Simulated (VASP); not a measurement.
# HfC (I4/mmm) in VASP: further runs

Runs on HfC. Level: PBE. Tasks: single point.

All numbers are computed with VASP 6.6.1; they aren't measurements. Logs are shortened: lines on timing, memory, paths and dates and some standing lists are left out, and cuts for length are marked.

**1. The cell of the first run**

Symmetry: I4/mmm, No. 139, tetragonal system. Conventional cell: a = 3.013 Å, b = 3.013 Å, c = 5.539 Å, α = 90.00°, β = 90.00°, γ = 90.00°. Hf (site symmetry 4/mmm) has 6 C at 2.13 to 2.77 Å within 2.8 Å. Within 2.8 Å of C (site symmetry 4/mmm) lie 6 Hf at 2.13 to 2.77 Å.

**2. Single point, PBE**

Contents of INCAR:

```
SYSTEM = HfC
PREC = Accurate
ENCUT = 520
EDIFF = 1E-6
ISMEAR = 0
SIGMA = 0.15
LREAL = .False.
LASPH = .True.
NELM = 100
ALGO = Normal
ISIF = 2
LWAVE = .False.
LCHARG = .False.
GGA = PE
NBANDS = 14
```

Contents of KPOINTS:

```
Automatic mesh
0
Gamma
  20 20 20
  0 0 0
```

Contents of POSCAR:

```
HfC
1.0
    0.0000000000      2.1303052604      2.7693968386
    2.1303052604      0.0000000000      2.7693968386
    2.1303052604      2.1303052604      0.0000000000
Hf C
1 1
Direct
    0.5000000000      0.5000000000      0.5000000000
    0.0000000000      0.0000000000      0.0000000000
```

Potentials or basis: VASP PAW PBE potentials, release 64 (Hf_pv, C).

Command:

```
$ cat potpaw_PBE.64/Hf_pv/POTCAR potpaw_PBE.64/C/POTCAR > POTCAR
$ mpirun -np 1 vasp_std > vasp.out
```

OUTCAR:

```text
SYSTEM = HfC
   PREC = Accurate
   ENCUT = 520
   EDIFF = 1E-6
   ISMEAR = 0
   LREAL = .False.
   LASPH = .True.
   NELM = 100
   ISIF = 2
   GGA = PE

 ion  position               nearest neighbor table
   1  0.500  0.500  0.500-   2 2.13   2 2.13   2 2.13   2 2.13   2 2.77   2 2.77
   2  0.000  0.000  0.000-   1 2.13   1 2.13   1 2.13   1 2.13   1 2.77   1 2.77

  LATTYP: Found a body centered tetragonal cell.
 ALAT       =     3.0127065913
 C/A-ratio  =     1.8384776311

  Lattice vectors:

 A1 = (  -2.1303052604,   0.0000000000,   2.7693968386)
 A2 = (   2.1303052604,   0.0000000000,   2.7693968386)
 A3 = (   0.0000000000,   2.1303052604,  -2.7693968386)

Analysis of symmetry for initial positions (statically):
=====================================================================
 Subroutine PRICEL returns:
 Original cell was already a primitive cell.

 Routine SETGRP: Setting up the symmetry group for a
 body centered tetragonal supercell.

 Subroutine GETGRP returns: Found 16 space group operations
 (whereof 16 operations were pure point group operations)
 out of a pool of 16 trial point group operations.

The static configuration has the point symmetry D_4h.

Analysis of symmetry for dynamics (positions and initial velocities):
=====================================================================
 Subroutine PRICEL returns:
 Original cell was already a primitive cell.

 Routine SETGRP: Setting up the symmetry group for a
 body centered tetragonal supercell.

 Subroutine GETGRP returns: Found 16 space group operations
 (whereof 16 operations were pure point group operations)
 out of a pool of 16 trial point group operations.

The dynamic configuration has the point symmetry D_4h.

 Subroutine INISYM returns: Found 16 space group operations
 (whereof 16 operations are pure point group operations),
 and found     1 'primitive' translations

----------------------------------------------------------------------------------------

                                     Primitive cell

  volume of cell :      25.1362

  direct lattice vectors                    reciprocal lattice vectors
     0.000000000  2.130305260  2.769396839    -0.234708147  0.234708147  0.180544728
     2.130305260  0.000000000  2.769396839     0.234708147 -0.234708147  0.180544728
     2.130305260  2.130305260  0.000000000     0.234708147  0.234708147 -0.180544728

  length of vectors
     3.493960411  3.493960411  3.012706591     0.377852124  0.377852124  0.377852124

  position of ions in fractional coordinates (direct lattice)
     0.500000000  0.500000000  0.500000000
     0.000000000  0.000000000  0.000000000

  ion indices of the primitive-cell ions
   primitive index   ion index
                 1           1
                 2           2

----------------------------------------------------------------------------------------

 KPOINTS: Automatic mesh

Automatic generation of k-mesh.
 Grid dimensions read from file:
 generate k-points for:   20   20   20

 Generating k-lattice:

  Cartesian coordinates                     Fractional coordinates (reciprocal lattice)
    -0.011735407  0.011735407  0.009027236     0.050000000 -0.000000000  0.000000000
     0.011735407 -0.011735407  0.009027236    -0.000000000  0.050000000  0.000000000
     0.011735407  0.011735407 -0.009027236     0.000000000  0.000000000  0.050000000

  Length of vectors
     0.018892606  0.018892606  0.018892606

  Shift w.r.t. Gamma in fractional coordinates (k-lattice)
     0.000000000  0.000000000  0.000000000

 Subroutine IBZKPT returns following result:
 ===========================================

 Found    641 irreducible k-points:

 Following reciprocal coordinates:
            Coordinates               Weight
  0.000000  0.000000  0.000000      1.000000
  0.050000  0.000000  0.000000      8.000000
  0.100000 -0.000000  0.000000      8.000000
  0.150000  0.000000  0.000000      8.000000
  0.200000 -0.000000  0.000000      8.000000
  0.250000 -0.000000  0.000000      8.000000
[... 16 lines left out ...]
 -0.400000  0.050000  0.000000      8.000000
 -0.350000  0.050000  0.000000      8.000000
 [... further k-points ...]
   k-points           NKPTS =    641   k-points in BZ     NKDIM =    641   number of bands    NBANDS=     14
   number of dos      NEDOS =    301   number of ions     NIONS =      2
   total plane-waves  NPLWV =  18816
   dimension x,y,z NGX =    28 NGY =   28 NGZ =   24
   dimension x,y,z NGXF=    56 NGYF=   56 NGZF=   48
   ions per type =               1   1
   NGX,Y,Z   is equivalent  to a cutoff of  13.32, 13.32, 13.24 a.u.
   NGXF,Y,Z  is equivalent  to a cutoff of  26.65, 26.65, 26.49 a.u.
 SYSTEM =  HfC
   PREC   = accura    normal or accurate (medium, high low for compatibility)
   ISTART =      0    job   : 0-new  1-cont  2-samecut
   ICHARG =      2    charge: 1-file 2-atom 10-const
   ISPIN  =      1    spin polarized calculation?
   LNONCOLLINEAR =      F non collinear calculations
   LSORBIT =      F    spin-orbit coupling
   LASPH  =      T    aspherical Exc in radial PAW
   ENCUT  =  520.0 eV  38.22 Ry    6.18 a.u.   6.50  6.50  5.60*2*pi/ulx,y,z
   NELM   =    100;   NELMIN=  2; NELMDL= -5     # of ELM steps
   EDIFF  = 0.1E-05   stopping-criterion for ELM
   LREAL  =      F    real-space projection
   EDIFFG = 0.1E-04   stopping-criterion for IOM
   NSW    =      0    number of steps for IOM
   IBRION =     -1    ionic relax: 0-MD 1-quasi-New 2-CG
   NFREE  =      0    steps in history (QN), initial steepest desc. (CG)
   ISIF   =      2    stress and relaxation
   ISYM   =      2    0-nonsym 1-usesym 2-fastsym
   POTIM  = 0.5000    time-step for ionic-motion
   TEBEG  =    0.0;   TEEND  =   0.0 temperature during run
   PSTRESS=    0.0 pullay stress
   NELECT =      14.0000    total number of electrons
   NUPDOWN=      -1.0000    fix difference up-down
   EMIN   =  10.00;   EMAX   =-10.00  energy-range for DOS
   EFERMI =   0.00;   METHOD = LEGACY
   ISMEAR =     0;   SIGMA  =   0.15  broadening in eV -4-tet -1-fermi 0-gaus
   EFERMI_NEDOS =   21; number of points for ismear=-14 and -15
   IALGO  =     38    algorithm
   IMIX   =      4    mixing-type and parameters
     AMIX     =   0.40;   BMIX     =  1.00
     AMIX_MAG =   1.60;   BMIX_MAG =  1.00
  volume/ion in A,a.u.               =      12.57        84.81
  Fermi-wavevector in a.u.,A,eV,Ry     =   1.346949  2.545365 24.684672  1.814272
  Thomas-Fermi vector in A             =   2.474740
   LORBIT       =      0    0 simple, 1 ext, 2 COOP (PROOUT), +10 PAW based schemes
   GGA     = PE    functional components
   LHFCALC =     F    Hartree Fock is set to
   AEXX    =    0.0000 exact exchange contribution
   IVDW    =     0    specifies the selected vdW correction
   LEPSILON=     F    determine dielectric tensor
   LRPA    =     F    only Hartree local field effects (RPA)
 non-spin polarized calculation
 Gauss-broadening in eV      SIGMA  =   0.15
  energy-cutoff  :      520.00
  volume of cell :       25.14
 maximum number of plane-waves:       694
 NGX is ok and might be reduce to    28
   NGX = 13   NGY = 13   NGZ = 11

 number of electron      13.9999999 magnetization

 Free energy of the ion-electron system (eV)
  ---------------------------------------------------
  ext. energy  EPLUGINS =         0.00000000
  ---------------------------------------------------
  free energy    TOTEN  =       -19.78789861 eV

  energy without entropy =      -19.78502166  energy(sigma->0) =      -19.78646013

 E-fermi :   6.1061     XC(G=0): -12.1563

 val. band max:        6.1057389233   @ k =   0.1000   0.0000   0.1000
 cond. band min:       6.1090141471   @ k =   0.5000   0.0500   0.4000
 fundamental gap:      0.0032752238
 Fermi energy:         6.1060692382

 k-point     1 :       0.0000    0.0000    0.0000
  band No.  band energies     occupation
      1     -23.7054      2.00000
      2     -23.2124      2.00000
      3     -23.2124      2.00000
      4      -6.4736      2.00000
      5       5.7419      1.99940
      6       5.7879      1.99729
      7       6.1892      0.43323
      8       7.4200      0.00000
      9       7.4200      0.00000
     10       8.6978      0.00000
     11       8.6978      0.00000
     12      11.0750      0.00000
     13      15.9952      0.00000
     14      17.6213      0.00000

 k-point     2 :       0.0500    0.0000    0.0000
  band No.  band energies     occupation
      1     -23.7086      2.00000
      2     -23.2366      2.00000
      3     -23.2104      2.00000
      4      -6.4027      2.00000
      5       5.4100      2.00000
      6       5.6320      1.99999
      7       6.4638      0.00074
      8       7.1149      0.00000
      9       7.4822      0.00000
     10       8.7526      0.00000
     11       8.8275      0.00000
     12      11.4539      0.00000
     13      16.1264      0.00000
     14      17.8085      0.00000

 k-point     3 :       0.1000   -0.0000    0.0000
  band No.  band energies     occupation
      1     -23.7182      2.00000
      2     -23.3055      2.00000
      3     -23.2046      2.00000
      4      -6.1941      2.00000
      5       4.8308      2.00000
      6       5.2798      2.00000
      7       6.4454      0.00138
      8       6.7961      0.00000
      9       7.7180      0.00000
     10       8.8975      0.00000
     11       9.1657      0.00000
     12      12.3606      0.00000
     13      16.4868      0.00000
     14      18.3317      0.00000

 k-point     4 :       0.1500    0.0000    0.0000
  band No.  band energies     occupation
      1     -23.7350      2.00000
      2     -23.4090      2.00000
      3     -23.1956      2.00000
      4      -5.8594      2.00000
      5       4.2063      2.00000
      6       4.7382      2.00000
      7       5.6910      1.99991
      8       7.1664      0.00000
      9       8.0891      0.00000
     10       9.1215      0.00000
     11       9.6526      0.00000
     12      13.5148      0.00000
     13      16.9806      0.00000
     14      19.0566      0.00000

 k-point     5 :       0.2000   -0.0000    0.0000
  band No.  band energies     occupation
      1     -23.7628      2.00000
      2     -23.5294      2.00000
      3     -23.1841      2.00000
      4      -5.4159      2.00000
      5       3.5481      2.00000
      6       4.1279      2.00000
      7       4.9675      2.00000
      8       7.6080      0.00000
      9       8.5643      0.00000
     10       9.4175      0.00000
     11      10.2507      0.00000
[... 276 lines left out ...]
 k-point    22 :      -0.4500    0.0500    0.0000
  band No.  band energies     occupation
      1     -24.1749      2.00000
      2     -23.7700      2.00000
      3     -23.1295      2.00000
      4      -2.2335      2.00000
      5      -0.1571      2.00000
      6       2.1658      2.00000
      7       2.7720      2.00000
      8      10.8220      0.00000
      9      11.1860      0.00000
     10      12.6432      0.00000
     11      12.8676      0.00000
     12      13.5505      0.00000
     13      19.0763      0.00000
     14      20.1600      0.00000

 k-point    23 :      -0.4000    0.0500    0.0000
  band No.  band energies     occupation
      1     -24.1474      2.00000
      2     -23.7630      2.00000
      3     -23.1296      2.00000
      4      -2.5996      2.00000
      5       0.2527      2.00000
      6       2.2706      2.00000
      7       2.8416      2.00000
      8       9.9674      0.00000
      9      10.9733      0.00000
     10      12.4154      0.00000
     11      12.9874      0.00000
     12      14.0724      0.00000
     13      19.3311      0.00000
     14      20.1590      0.00000

 k-point    24 :      -0.3500    0.0500    0.0000
  band No.  band energies     occupation
      1     -24.0820      2.00000
      2     -23.7508      2.00000
      3     -23.1339      2.00000
      4      -3.1836      2.00000
      5       0.9175      2.00000
      6       2.4866      2.00000
      7       3.0382      2.00000
      8       9.1870      0.00000
      9      10.6475      0.00000
     10      11.7326      0.00000
     11      12.4433      0.00000
     12      15.1945      0.00000
     13      19.7735      0.00000
     14      19.8336      0.00000

 [... further k-points ...]
[... 5 lines left out ...]
  --------------------------------------------------------------------------------------
  -------------------------------------------------------------------------------------
  Total        9.4440427      9.4440427     -4.7638004      0.0000000     -0.0000000      0.0000000
  in kB      601.9628079    601.9628079   -303.6443994      0.0000000     -0.0000000      0.0000000
  external PRESSURE =     300.0937388 kB  Pullay stress =       0.0000000 kB

 VOLUME and BASIS-vectors are now :
 -----------------------------------------------------------------------------
  energy-cutoff  :      520.00
  volume of cell :       25.14
      direct lattice vectors                 reciprocal lattice vectors
     0.000000000  2.130305260  2.769396839    -0.234708147  0.234708147  0.180544728
     2.130305260  0.000000000  2.769396839     0.234708147 -0.234708147  0.180544728
     2.130305260  2.130305260  0.000000000     0.234708147  0.234708147 -0.180544728

 POSITION                                       TOTAL-FORCE (eV/Angst)
 -----------------------------------------------------------------------------------
      2.13031      2.13031      2.76940        -0.000000      0.000000      0.000000
      0.00000      0.00000      0.00000         0.000000     -0.000000     -0.000000
 -----------------------------------------------------------------------------------
    total drift:                                0.000000      0.000000      0.000000

  FREE ENERGIE OF THE ION-ELECTRON SYSTEM (eV)
  ---------------------------------------------------
  free  energy   TOTEN  =       -19.7878986086 eV

  energy  without entropy=      -19.7850216588  energy(sigma->0) =      -19.78646013
```

Wall time 7.5 min (1 thread of AMD EPYC 7R43 (Zen 3), shared host); peak memory 0.31 GiB.

What came out:

- Free energy: -19.7879 eV
- Pressure: 30.0 GPa
- Band gap on the k mesh: zero (band 7 reaches 7.24 eV, above the bottom of band 8 at 5.42 eV)

Levels at points of the mesh, in eV from the Fermi level:
```csv
k point,band 5,band 6,band 7,band 8,band 9,band 10
"(0.00, 0.00, 0.00)",-0.36,-0.32,0.08,1.31,1.31,2.59
"(0.50, 0.00, 0.00)",-6.33,-3.94,-3.34,5.11,5.57,5.63
"(0.50, 0.50, 0.00)",-4.05,-1.68,0.81,0.81,5.57,6.21
"(0.50, 0.00, 0.50)",-1.76,-1.52,-0.77,-0.01,3.74,4.20
```

Caveat: spin-orbit coupling is left out, which moves the levels of the heavy elements.

(Part 1 of 2 ends here.)
